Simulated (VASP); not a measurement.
# Au (P6_3/mmc) in VASP: notebook, part 2 of 2

VASP 6.6.1. Earlier steps stand in the parts before.

**3. Electric field gradients, PBEsol (equal xx and yy strain of -3 %)**

Contents of INCAR:

```
SYSTEM = Au
PREC = Accurate ; ENCUT = 520
EDIFF = 1E-8 ; ISMEAR = -1
SIGMA = 0.03 ; LREAL = .False.
LASPH = .True. ; NELM = 100
ALGO = Normal ; ISIF = 2
LWAVE = .False. ; LCHARG = .False.
GGA = PS ; LEFG = .True.
NBANDS = 18
```

Contents of KPOINTS:

```
regular mesh
0
Gamma
  14 14 8
  0 0 0
```

Contents of POSCAR:

```
Au
1.0
    2.8129984581      0.0000000000      0.0000000000
   -1.4064992290      2.4361281256      0.0000000000
    0.0000000000      0.0000000000      4.8800000000
Au
2
Direct
    0.3333333333      0.6666666667      0.7500000000
    0.6666666667      0.3333333333      0.2500000000
```

Potentials or basis: VASP PAW PBE potentials, release 64 (Au).

Run with:

```bash
$ cat potpaw_PBE.64/Au/POTCAR > POTCAR
$ mpirun -np 1 vasp_std > vasp.out
```

OUTCAR:

```text
SYSTEM = Au
   PREC = Accurate
   ENCUT = 520
   EDIFF = 1E-8
   ISMEAR = -1
   LREAL = .False.
   LASPH = .True.
   NELM = 100
   ISIF = 2
   GGA = PS

 ion  position               nearest neighbor table
   1  0.333  0.667  0.750-   2 2.93   2 2.93   2 2.93   2 2.93   2 2.93   2 2.93
   2  0.667  0.333  0.250-   1 2.93   1 2.93   1 2.93   1 2.93   1 2.93   1 2.93

  LATTYP: Found a hexagonal cell.
 ALAT       =     2.8129984581
 C/A-ratio  =     1.7348036526

  Lattice vectors:

 A1 = (   2.8129984581,   0.0000000000,   0.0000000000)
 A2 = (  -1.4064992290,   2.4361281256,   0.0000000000)
 A3 = (   0.0000000000,   0.0000000000,   4.8800000000)

Analysis of symmetry for initial positions (statically):
=====================================================================
 Subroutine PRICEL returns:
 Original cell was already a primitive cell.

 Routine SETGRP: Setting up the symmetry group for a
 hexagonal supercell.

 Subroutine GETGRP returns: Found 24 space group operations
 (whereof 12 operations were pure point group operations)
 out of a pool of 24 trial point group operations.

The static configuration has the point symmetry D_3d.
 The point group associated with its full space group is D_6h.

Analysis of symmetry for dynamics (positions and initial velocities):
=====================================================================
 Subroutine PRICEL returns:
 Original cell was already a primitive cell.

 Routine SETGRP: Setting up the symmetry group for a
 hexagonal supercell.

 Subroutine GETGRP returns: Found 24 space group operations
 (whereof 12 operations were pure point group operations)
[... 154 lines left out ...]
 cond. band min:       9.6713341180   @ k =   0.2857   0.2143   0.1250
 fundamental gap:      0.0251354452
 Fermi energy:         9.6565386034

 k-point     1 :       0.0000    0.0000    0.0000
  band No.  band energies     occupation
      1      -0.5323      2.00000
      2       1.8727      2.00000
      3       4.4314      2.00000
      4       4.8893      2.00000
      5       4.8893      2.00000
      6       5.1744      2.00000
[... 481 lines left out ...]
      5       4.7126      2.00000
      6       4.8159      2.00000
[... 10 lines left out ...]
     17      20.8487      0.00000
     18      20.9493      0.00000

 [... further k-points ...]
[... 5 lines left out ...]
  --------------------------------------------------------------------------------------
  -------------------------------------------------------------------------------------
  Total        0.9528213      0.9528213      0.2741474      0.0000000     -0.0000000      0.0000000
  in kB       45.6491386     45.6491386     13.1342520      0.0000000     -0.0000000      0.0000000
  external PRESSURE =      34.8108430 kB  Pullay stress =       0.0000000 kB

 VOLUME and BASIS-vectors are now :
 -----------------------------------------------------------------------------
  energy-cutoff  :      520.00
  volume of cell :       33.44
      direct lattice vectors                 reciprocal lattice vectors
     2.812998458  0.000000000  0.000000000     0.355492552  0.205243720  0.000000000
    -1.406499229  2.436128126  0.000000000     0.000000000  0.410487441  0.000000000
     0.000000000  0.000000000  4.880000000     0.000000000  0.000000000  0.204918033

 POSITION                                       TOTAL-FORCE (eV/Angst)
 -----------------------------------------------------------------------------------
     -0.00000      1.62409      3.66000        -0.000000      0.000000      0.000000
      1.40650      0.81204      1.22000         0.000000     -0.000000      0.000000
 -----------------------------------------------------------------------------------
    total drift:                               -0.000000      0.000000     -0.000000

  FREE ENERGIE OF THE ION-ELECTRON SYSTEM (eV)
  ---------------------------------------------------
  free  energy   TOTEN  =        -7.8097519644 eV

  energy  without entropy=       -7.8061622038  energy(sigma->0) =       -7.80795708

 Electric field gradients (V/A^2)
---------------------------------------------------------------------
 ion       V_xx      V_yy      V_zz      V_xy      V_xz      V_yz
---------------------------------------------------------------------
   1     -26.511   -26.511    53.022    -0.000     0.000    -0.000
   2     -26.511   -26.511    53.022    -0.000    -0.000     0.000
---------------------------------------------------------------------

 Electric field gradients after diagonalization (V/A^2)
 (convention: |V_zz| > |V_xx| > |V_yy|)
----------------------------------------------------------------------
 ion       V_xx      V_yy      V_zz     asymmetry (V_yy - V_xx)/ V_zz
----------------------------------------------------------------------
   1     -26.511   -26.511    53.022       0.000
   2     -26.511   -26.511    53.022       0.000
----------------------------------------------------------------------

           NMR quadrupolar parameters

 Cq : quadrupolar parameter    Cq=e*Q*V_zz/h
 eta: asymmetry parameters     (V_yy - V_xx)/ V_zz
 Q  : nuclear electric quadrupole moment in mb (millibarn)
----------------------------------------------------------------------
 ion       Cq(MHz)       eta       Q (mb)
----------------------------------------------------------------------
   1       0.128       0.000       1.000
   2       0.128       0.000       1.000
----------------------------------------------------------------------
```

stdout:

```text
POSCAR found type information on POSCAR Au
 POSCAR found :  1 types and       2 ions
 scaLAPACK will be used
 -----------------------------------------------------------------------------
|                                                                             |
|                                                                             |
|     You enforced a specific xc type in the INCAR file but a different       |
|     I HOPE YOU KNOW WHAT YOU ARE DOING!                                     |
|                                                                             |
 -----------------------------------------------------------------------------

 LDA part: xc-table for (Slater+PW92), standard interpolation
 POSCAR, INCAR and KPOINTS ok, starting setup
 FFT: planning ... GRIDC
 FFT: planning ... GRID_SOFT
 FFT: planning ... GRID
 WAVECAR not read
 entering main loop
ion   1

ion   2
```

It took 37 s on 1 thread of AMD EPYC 9R45 (Zen 5), shared host; peak memory 0.17 GiB.

Results:

- Free energy: -7.8098 eV
- Pressure: 3.5 GPa
- Band gap on the k mesh: zero (band 11 reaches 13.68 eV, above the bottom of band 12 at 6.94 eV)

Levels at points of the mesh, in eV from the Fermi level:
```
           k point  band 7  band 8  band 9  band 10  band 11  band 12  band 13  band 14  band 15  band 16
(0.00, 0.00, 0.00)   -4.48   -3.52   -3.52    -2.26    -2.26    -1.59     2.29    14.66    15.05    16.70
(0.50, 0.00, 0.00)   -3.81   -2.10   -1.81    -1.66     0.37     1.71     5.53     7.08     7.28    10.70
(0.00, 0.00, 0.50)   -4.77   -4.77   -2.72    -2.72    -2.72    -2.72     9.94     9.94    14.99    14.99
(0.50, 0.00, 0.50)   -2.55   -2.55   -1.72    -1.72     0.33     0.33     4.11     4.11    12.75    12.75
```

Electric field gradients, principal values (V/Å²):
| atom | least | middle | greatest (by size) |
| --- | --- | --- | --- |
| 1 Au | -26.511 | -26.511 | 53.022 |
| 2 Au | -26.511 | -26.511 | 53.022 |

Caveat: the cell differs from its parent crystal (equal xx and yy strain of -3 %); without QUAD_EFG the Cq values of the log hold for a quadrupole moment of 1 mb, not for the nuclei; the PAW data sets were made with another functional, which shifts forces and pressure a little; spin-orbit coupling is left out, which moves the levels of the heavy elements.
